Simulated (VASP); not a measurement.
# PtSe2 (P-3m1) in VASP: single point with PBE+D3(BJ)

Aim: the single point of PtSe2 with PBE+D3(BJ).

Program: VASP 6.6.1. These are calculated values, not measurements. Logs are shortened: lines on timing, memory, paths and dates and some standing lists are left out, and cuts for length are marked.

**1. The cell of the first run**

It takes space group P-3m1 (No. 164, trigonal). The conventional cell has a = 3.724 Å, b = 3.724 Å, c = 5.062 Å, α = 90.00°, β = 90.00°, γ = 120.00°. Pt (site symmetry -3m) has 6 Se at 2.49 Å within 3.3 Å. Se (site symmetry 3m) has 3 Pt at 2.49 Å and 6 Se at 3.32 Å within 3.4 Å.

**2. Single point, PBE+D3(BJ)**

Contents of INCAR:

```
PREC = Accurate
ENCUT = 520
EDIFF = 1E-6
ISMEAR = 0
SIGMA = 0.15
LREAL = False
LASPH = True
NELM = 60
ALGO = Normal
ISIF = 2
LWAVE = False
LCHARG = True
GGA = PE
IVDW = 12
LELF = True
LVHAR = True
NBANDS = 31
```

Contents of KPOINTS:

```
regular mesh
0
Gamma
  14 14 5
```

Contents of POSCAR:

```
PtSe2
1.0
   -3.7240006046      0.0000000000      0.0000000000
   -1.8620003023     -3.2250791273      0.0000000000
    0.0000000000      0.0000000000     10.1240000000
Pt Se
2 4
Direct
    0.0000000000      0.0000000000      0.0000000000
    0.0000000000      0.0000000000      0.5000000000
    0.3333333333      0.3333333333      0.1250000000
    0.3333333333      0.3333333333      0.6250000000
    0.6666666667      0.6666666667      0.3750000000
    0.6666666667      0.6666666667      0.8750000000
```

Potentials or basis: VASP PAW PBE potentials, release 64 (Pt, Se).

Run with:

```console
> cat potpaw_PBE.64/Pt/POTCAR potpaw_PBE.64/Se/POTCAR > POTCAR
> mpirun -np 1 vasp_std > vasp.out
```

OUTCAR:

```text
PREC = Accurate
   ENCUT = 520
   EDIFF = 1E-6
   ISMEAR = 0
   LREAL = False
   LASPH = True
   NELM = 60
   ISIF = 2
   GGA = PE
   IVDW = 12
 IVDW          = 12

 ion  position               nearest neighbor table
   1  0.000  0.000  0.000-   3 2.49   6 2.49   6 2.49   3 2.49   3 2.49   6 2.49
   2  0.000  0.000  0.500-   4 2.49   5 2.49   5 2.49   4 2.49   4 2.49   5 2.49
   3  0.333  0.333  0.125-   1 2.49   1 2.49   1 2.49
   4  0.333  0.333  0.625-   2 2.49   2 2.49   2 2.49
   5  0.667  0.667  0.375-   2 2.49   2 2.49   2 2.49
   6  0.667  0.667  0.875-   1 2.49   1 2.49   1 2.49

  LATTYP: Found a hexagonal cell.
 ALAT       =     3.7240006046
 C/A-ratio  =     2.7185817283

  Lattice vectors:

 A1 = (   1.8620003023,   3.2250791273,   0.0000000000)
 A2 = (  -3.7240006046,   0.0000000000,   0.0000000000)
 A3 = (   0.0000000000,   0.0000000000,  10.1240000000)

Analysis of symmetry for initial positions (statically):
=====================================================================
 Subroutine PRICEL returns following result:

  LATTYP: Found a hexagonal cell.
 ALAT       =     3.7240006046
 C/A-ratio  =     1.3592908642

  Lattice vectors:

 A1 = (   1.8620003023,   3.2250791273,   0.0000000000)
 A2 = (  -3.7240006046,   0.0000000000,   0.0000000000)
 A3 = (   0.0000000000,   0.0000000000,   5.0620000000)

   2 primitive cells build up your supercell.

 Routine SETGRP: Setting up the symmetry group for a
 hexagonal supercell.

 Subroutine GETGRP returns: Found 12 space group operations
 (whereof 12 operations were pure point group operations)
 out of a pool of 24 trial point group operations.

The static configuration has the point symmetry D_3d.

Analysis of symmetry for dynamics (positions and initial velocities):
=====================================================================
 Subroutine PRICEL returns following result:

  LATTYP: Found a hexagonal cell.
 ALAT       =     3.7240006046
 C/A-ratio  =     1.3592908642

  Lattice vectors:

 A1 = (   1.8620003023,   3.2250791273,   0.0000000000)
 A2 = (  -3.7240006046,   0.0000000000,   0.0000000000)
 A3 = (   0.0000000000,   0.0000000000,   5.0620000000)

   2 primitive cells build up your supercell.

 Routine SETGRP: Setting up the symmetry group for a
 hexagonal supercell.

 Subroutine GETGRP returns: Found 12 space group operations
 (whereof 12 operations were pure point group operations)
 out of a pool of 24 trial point group operations.

The dynamic configuration has the point symmetry D_3d.

 Subroutine INISYM returns: Found 12 space group operations
 (whereof 12 operations are pure point group operations),
 and found     2 'primitive' translations

----------------------------------------------------------------------------------------

                                     Primitive cell

  volume of cell :      60.7956

  direct lattice vectors                    reciprocal lattice vectors
     1.862000302  3.225079127  0.000000000     0.000000000  0.310069912  0.000000000
    -3.724000605  0.000000000  0.000000000    -0.268528420  0.155034956  0.000000000
     0.000000000  0.000000000  5.062000000     0.000000000  0.000000000  0.197550375

  length of vectors
     3.724000605  3.724000605  5.062000000     0.310069912  0.310069912  0.197550375

  position of ions in fractional coordinates (direct lattice)
     0.000000000  0.000000000  0.000000000
     0.666666667  0.333333333  0.250000000
     0.333333333  0.666666667  0.750000000

  ion indices of the primitive-cell ions
   primitive index   ion index
                 1           1
                 2           3
                 3           6

----------------------------------------------------------------------------------------

 KPOINTS: regular mesh

Automatic generation of k-mesh.
 Grid dimensions read from file:
 generate k-points for:   14   14    5

 Generating k-lattice:

  Cartesian coordinates                     Fractional coordinates (reciprocal lattice)
    -0.019180601  0.011073925  0.000000000     0.071428571  0.000000000  0.000000000
     0.000000000 -0.022147851  0.000000000     0.000000000  0.071428571  0.000000000
     0.000000000  0.000000000  0.019755038     0.000000000  0.000000000  0.200000000

  Length of vectors
     0.022147851  0.022147851  0.019755038

  Shift w.r.t. Gamma in fractional coordinates (k-lattice)
     0.000000000  0.000000000  0.000000000

 Subroutine IBZKPT returns following result:
 ===========================================

 Found    104 irreducible k-points:

 Following reciprocal coordinates:
            Coordinates               Weight
  0.000000  0.000000  0.000000      1.000000
  0.071429  0.000000  0.000000      6.000000
  0.142857  0.000000  0.000000      6.000000
  0.214286  0.000000  0.000000      6.000000
  0.285714 -0.000000  0.000000      6.000000
  0.357143 -0.000000  0.000000      6.000000
[... 16 lines left out ...]
 -0.428571  0.285714  0.000000      6.000000
 -0.357143  0.285714  0.000000      6.000000
 [... further k-points ...]
   k-points           NKPTS =    104   k-points in BZ     NKDIM =    104   number of bands    NBANDS=     31
   number of dos      NEDOS =    301   number of ions     NIONS =      6
   total plane-waves  NPLWV =  62720
   dimension x,y,z NGX =    28 NGY =   28 NGZ =   80
   dimension x,y,z NGXF=    56 NGYF=   56 NGZF=  160
   ions per type =               2   4
   NGX,Y,Z   is equivalent  to a cutoff of  12.50, 12.50, 13.14 a.u.
   NGXF,Y,Z  is equivalent  to a cutoff of  25.00, 25.00, 26.27 a.u.
 SYSTEM =  unknown system
   PREC   = accura    normal or accurate (medium, high low for compatibility)
   ISTART =      0    job   : 0-new  1-cont  2-samecut
   ICHARG =      2    charge: 1-file 2-atom 10-const
   ISPIN  =      1    spin polarized calculation?
   LNONCOLLINEAR =      F non collinear calculations
   LSORBIT =      F    spin-orbit coupling
   LASPH  =      T    aspherical Exc in radial PAW
   ENCUT  =  520.0 eV  38.22 Ry    6.18 a.u.   6.92  6.92 18.82*2*pi/ulx,y,z
   NELM   =     60;   NELMIN=  2; NELMDL= -5     # of ELM steps
   EDIFF  = 0.1E-05   stopping-criterion for ELM
   LREAL  =      F    real-space projection
   EDIFFG = 0.1E-04   stopping-criterion for IOM
   NSW    =      0    number of steps for IOM
   IBRION =     -1    ionic relax: 0-MD 1-quasi-New 2-CG
   NFREE  =      0    steps in history (QN), initial steepest desc. (CG)
   ISIF   =      2    stress and relaxation
   ISYM   =      2    0-nonsym 1-usesym 2-fastsym
   POTIM  = 0.5000    time-step for ionic-motion
   TEBEG  =    0.0;   TEEND  =   0.0 temperature during run
   PSTRESS=    0.0 pullay stress
   NELECT =      44.0000    total number of electrons
   NUPDOWN=      -1.0000    fix difference up-down
   EMIN   =  10.00;   EMAX   =-10.00  energy-range for DOS
   EFERMI =   0.00;   METHOD = LEGACY
   ISMEAR =     0;   SIGMA  =   0.15  broadening in eV -4-tet -1-fermi 0-gaus
   EFERMI_NEDOS =   21; number of points for ismear=-14 and -15
   IALGO  =     38    algorithm
   IMIX   =      4    mixing-type and parameters
     AMIX     =   0.40;   BMIX     =  1.00
     AMIX_MAG =   1.60;   BMIX_MAG =  1.00
  volume/ion in A,a.u.               =      20.27       136.76
  Fermi-wavevector in a.u.,A,eV,Ry     =   1.166608  2.204570 18.517180  1.360974
  Thomas-Fermi vector in A             =   2.303119
   LORBIT       =      0    0 simple, 1 ext, 2 COOP (PROOUT), +10 PAW based schemes
   GGA     = PE    functional components
   LHFCALC =     F    Hartree Fock is set to
   AEXX    =    0.0000 exact exchange contribution
   IVDW    =    12    specifies the selected vdW correction
   LEPSILON=     F    determine dielectric tensor
   LRPA    =     F    only Hartree local field effects (RPA)
 non-spin polarized calculation
 Gauss-broadening in eV      SIGMA  =   0.15
  energy-cutoff  :      520.00
  volume of cell :      121.59
 maximum number of plane-waves:      3306
   NGX = 13   NGY = 13   NGZ = 37

 number of electron      43.9999998 magnetization

 Free energy of the ion-electron system (eV)
  ---------------------------------------------------
  ext. energy  EPLUGINS =         0.00000000
  ---------------------------------------------------
  free energy    TOTEN  =       -28.37945922 eV

  energy without entropy =      -28.36611161  energy(sigma->0) =      -28.37278542

 E-fermi :   6.5417     XC(G=0): -10.6331

 val. band max:        6.5368360282   @ k =   0.1429   0.0714   0.0000
 cond. band min:       6.5750036444   @ k =   0.3571   0.0714   0.4000
 fundamental gap:      0.0381676162
 Fermi energy:         6.5416927857

 k-point     1 :       0.0000    0.0000    0.0000
  band No.  band energies     occupation
      1      -9.1801      2.00000
      2      -8.6053      2.00000
      3      -7.4565      2.00000
      4      -6.3564      2.00000
      5      -0.6645      2.00000
      6       0.0438      2.00000
[... 23 lines left out ...]
     30      12.8668      0.00000
     31      13.2897      0.00000

 k-point     2 :       0.0714    0.0000    0.0000
  band No.  band energies     occupation
      1      -9.1224      2.00000
      2      -8.5499      2.00000
      3      -7.4475      2.00000
      4      -6.3827      2.00000
      5      -0.5960      2.00000
      6       0.0308      2.00000
[... 23 lines left out ...]
     30      12.5053      0.00000
     31      13.5639      0.00000

 k-point     3 :       0.1429    0.0000    0.0000
  band No.  band energies     occupation
      1      -8.9534      2.00000
      2      -8.3894      2.00000
      3      -7.4222      2.00000
      4      -6.4572      2.00000
      5      -0.3981      2.00000
      6      -0.1108      2.00000
[... 23 lines left out ...]
     30      12.6457      0.00000
     31      13.3755      0.00000

 k-point     4 :       0.2143    0.0000    0.0000
  band No.  band energies     occupation
      1      -8.6864      2.00000
      2      -8.1433      2.00000
      3      -7.3835      2.00000
      4      -6.5687      2.00000
      5      -0.2334      2.00000
      6      -0.1060      2.00000
[... 23 lines left out ...]
     30      12.8161      0.00000
     31      13.9874      0.00000

 k-point     5 :       0.2857   -0.0000    0.0000
  band No.  band energies     occupation
      1      -8.3460      2.00000
      2      -7.8529      2.00000
      3      -7.3292      2.00000
      4      -6.7055      2.00000
      5      -0.3223      2.00000
      6       0.1198      2.00000
[... 23 lines left out ...]
     30      13.0992      0.00000
     31      14.2695      0.00000
[... 542 lines left out ...]
     30      13.6003      0.00000
     31      14.5424      0.00000

 k-point    22 :      -0.4286    0.2143    0.0000
  band No.  band energies     occupation
      1      -7.3283      2.00000
      2      -7.2732      2.00000
      3      -7.1041      2.00000
      4      -7.0896      2.00000
      5      -0.5775      2.00000
      6      -0.4990      2.00000
[... 23 lines left out ...]
     30      13.4988      0.00000
     31      14.5652      0.00000

 k-point    23 :      -0.4286    0.2857    0.0000
  band No.  band energies     occupation
      1      -7.3470      2.00000
      2      -7.1977      2.00000
      3      -7.1521      2.00000
      4      -7.0605      2.00000
      5      -0.3619      2.00000
      6      -0.2938      2.00000
[... 23 lines left out ...]
     30      13.9221      0.00000
     31      14.1523      0.00000

 k-point    24 :      -0.3571    0.2857    0.0000
  band No.  band energies     occupation
      1      -7.2109      2.00000
      2      -7.1805      2.00000
      3      -7.1391      2.00000
      4      -7.1111      2.00000
      5      -0.4224      2.00000
      6      -0.1938      2.00000
[... 23 lines left out ...]
     30      13.9982      0.00000
     31      14.0044      0.00000

 [... further k-points ...]

------------------------ aborting loop because EDIFF is reached ----------------------------------------

 Edisp (eV)   -2.86189

 E8    (eV) :    -1.2280

  FORCE on cell =-STRESS in cart. coord.  units (eV):
  Direction    XX          YY          ZZ          XY          YZ          ZX
  --------------------------------------------------------------------------------------
  -------------------------------------------------------------------------------------
  Total       3.14795     3.14795     1.54335     0.00000    -0.00000     0.00000
  in kB      41.47977    41.47977    20.33636     0.00000    -0.00000     0.00000
  external pressure =       34.43 kB  Pullay stress =        0.00 kB

 VOLUME and BASIS-vectors are now :
 -----------------------------------------------------------------------------
  energy-cutoff  :      520.00
  volume of cell :      121.59
      direct lattice vectors                 reciprocal lattice vectors
    -3.724000605  0.000000000  0.000000000    -0.268528420  0.155034956  0.000000000
    -1.862000302 -3.225079127  0.000000000     0.000000000 -0.310069912  0.000000000
     0.000000000  0.000000000 10.124000000     0.000000000  0.000000000  0.098775188

 POSITION                                       TOTAL-FORCE (eV/Angst)
 -----------------------------------------------------------------------------------
      0.00000      0.00000      0.00000         0.000000      0.000000      0.000000
      0.00000      0.00000      5.06200         0.000000      0.000000      0.000000
     -1.86200     -1.07503      1.26550         0.000000     -0.000000      0.600906
     -1.86200     -1.07503      6.32750         0.000000     -0.000000      0.600906
     -3.72400     -2.15005      3.79650        -0.000000      0.000000     -0.600906
     -3.72400     -2.15005      8.85850         0.000000      0.000000     -0.600906
 -----------------------------------------------------------------------------------
    total drift:                                0.000000     -0.000000      0.000000

  FREE ENERGIE OF THE ION-ELECTRON SYSTEM (eV)
  ---------------------------------------------------
  free  energy   TOTEN  =       -31.2413450004 eV

  energy  without entropy=      -31.2279973866  energy(sigma->0) =      -31.23467119
```

It took 4.7 min on 1 thread of Intel Xeon Platinum 8488C (Sapphire Rapids), shared host; peak memory 0.47 GiB.

What came out:

| Property | Result |
| --- | --- |
| Free energy | -31.2413 eV |
| Pressure | 3.4 GPa |
| Largest force | 0.601 eV/Å |
| Band gap on the k mesh | zero (bands 22 and 23 overlap by 0.53 eV) |
| Dispersion energy per atom | -0.477 eV |

Forces on the atoms (eV/Å):
```
Pt   0.000  0.000  0.000
Pt   0.000  0.000  0.000
Se   0.000  0.000  0.601
Se   0.000  0.000  0.601
Se   0.000  0.000 -0.601
Se   0.000  0.000 -0.601
```

Levels at points of the mesh, in eV from the Fermi level:
```tsv
k point	band 19	band 20	band 21	band 22	band 23	band 24	band 25	band 26
(0.00, 0.00, 0.00)	-1.51	-1.08	-1.08	0.40	1.46	1.46	2.30	2.30
(0.50, 0.00, 0.00)	-3.24	-2.99	-2.86	-1.39	0.66	0.99	1.52	2.35
```

Caveat: the cell stands under pressure; spin-orbit coupling is left out, which moves the levels of the heavy elements.
